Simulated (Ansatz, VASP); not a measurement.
**Pt: VASP beside Ansatz**

```xyz
1
Lattice="-1.5462 1.5462 1.5462 1.5462 -1.5462 1.5462 1.5462 1.5462 -1.5462" Properties=species:S:1:pos:R:3 pbc="T T T"
Pt    0.0000    0.0000    0.0000
```

Alike in both runs: task single point; functional PBEsol; k mesh 7 × 7 × 7; no spin polarisation.

```csv
,VASP,Ansatz
version,VASP 6.6.1,Ansatz 0.2.0
potentials or method,"VASP PAW PBE potentials, release 64 (Pt), cutoff 500 eV","plane waves, PAW"
occupations,"fermi-dirac, width 0.1 eV",fermi-dirac
valence electrons in the cell,10,18
```

```csv
,VASP,Ansatz,Ansatz less VASP
pressure (GPa),7.2,7.6,+0.38
```

VASP's potentials were made for PBE, not for PBEsol. VASP's potentials hold 10 valence electrons a cell and Ansatz's 18, so a difference there can come from the potentials and not from the codes.

The k mesh is coarse, so the values compare programs but aren't converged. Spin-orbit coupling is off throughout.
